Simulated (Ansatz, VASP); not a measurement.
## GaN in VASP and in Ansatz

```xyz
4
Lattice="3.1828 0.0000 0.0000 -1.5914 2.7564 0.0000 0.0000 0.0000 5.1857" Properties=species:S:1:pos:R:3 pbc="T T T"
Ga    0.0000    1.8376   -0.0950
Ga    1.5914    0.9188    2.4979
N     0.0000    1.8376    2.0500
N     1.5914    0.9188    4.6428
```

Change from the starting cell: polar distortion scaled by 0.70.

Alike in both runs: task single point; functional r2SCAN; k mesh 12 × 12 × 6; no spin polarisation.

```csv
,VASP,Ansatz
version,VASP 6.6.1,Ansatz 0.2.0
potentials or method,"VASP PAW PBE potentials, release 64 (Ga_d, N), cutoff 520 eV","scalar-relativistic, plane waves, PAW"
occupations,"gaussian, width 0.01 eV",fixed
valence electrons in the cell,36,36
```

Ansatz gave:

* gap on the k mesh at the Fermi level (eV): 2.18
* least direct gap on the mesh (eV): 2.18
* pressure (GPa): 2.9
* traceless stress, the component that is largest in VASP (GPa): -8.67
* rms of the force components (eV/Å): 0.756

Problem. Which values does VASP return?

Solution. gap on the k mesh at the Fermi level (eV): 2.18; least direct gap on the mesh (eV): 2.18; pressure (GPa): 4.0; traceless stress, the component that is largest in VASP (GPa): -9.39; rms of the force components (eV/Å): 0.778.

VASP's potentials were made for PBE, not for r2SCAN. Atom by atom the forces differ by 0.022 eV/Å (rms over components).
